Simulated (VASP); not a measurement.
C: single point with PBE

C:

```xyz
8
Lattice="2.5810 0.0000 0.0000 -1.2905 2.2352 0.0000 0.0000 0.0000 8.5123" Properties=species:S:1:pos:R:3 pbc="T T T"
C     0.0000   -0.0369    0.7914
C     0.0000   -0.0369    5.0476
C     0.0000   -0.0369    3.4647
C     0.0000   -0.0369    7.7209
C     0.0000    1.5271    1.3239
C     1.2905    0.7820    5.5801
C     0.0000    1.5271    2.9322
C     1.2905    0.7820    7.1884
```

This cell differs from its parent crystal: atoms displaced along a vibrational mode, the cell strained.

```yaml
Program: VASP 6.6.1
Task: single point
Functional: PBE
Potentials_or_basis: VASP PAW PBE potentials, release 64 (C)
Cutoff: 520 eV
k_mesh: 12 × 12 × 4
Occupations: gaussian, width 0.05 eV
Spin: no spin polarisation
Dipole_correction: no
Further_INCAR_settings: ALGO = Normal; EDIFF = 1e-06; NBANDS = 26
```

- Pressure: -25.9 GPa
- Largest force: 2.116 eV/Å
- Band gap on the k mesh: 3.75 eV (least direct gap 4.29 eV)

Forces on the atoms (eV/Å):
```
C    0.000  1.758 -0.123
C    0.000  2.111 -0.144
C    0.000  1.758  0.123
C    0.000  2.111  0.144
C    0.000 -1.761  0.100
C    0.000 -2.109  0.120
C    0.000 -1.761 -0.100
C    0.000 -2.109 -0.120
```

Stress tensor (GPa, compression positive):
```
-26.33   0.00   0.00
  0.00 -24.54   0.00
  0.00   0.00 -26.74
```

Levels at points of the mesh, in eV from the valence-band top:
```tsv
k point	band 13	band 14	band 15	band 16	band 17	band 18	band 19	band 20
(0.00, 0.00, 0.00)	-1.64	-0.51	-0.02	0.00	4.29	4.36	4.87	6.33
(0.50, 0.00, 0.00)	-4.84	-4.56	-3.71	-3.03	3.78	4.91	5.25	5.26
(0.00, 0.50, 0.00)	-4.87	-4.74	-3.75	-3.08	4.02	4.94	5.42	5.47
(0.00, 0.00, 0.50)	-1.25	-1.23	-0.27	-0.25	4.57	4.64	5.78	5.91
(0.50, 0.00, 0.50)	-4.89	-4.50	-3.78	-3.56	4.07	4.24	6.09	6.52
(0.00, 0.50, 0.50)	-5.16	-4.34	-3.97	-3.52	4.20	4.57	5.79	6.61
```

It took 56 s on 1 thread of Intel(R) Xeon(R) 6975P-C (Granite Rapids) (shared host), peak memory 0.23 GiB.

Caveat: the cell differs from its parent crystal (atoms displaced along a vibrational mode, the cell strained); the cell stands under tension; forces of over 1 eV/Å act on the atoms, so gaps and moduli don't describe the material at rest. A k mesh can miss the band edges.
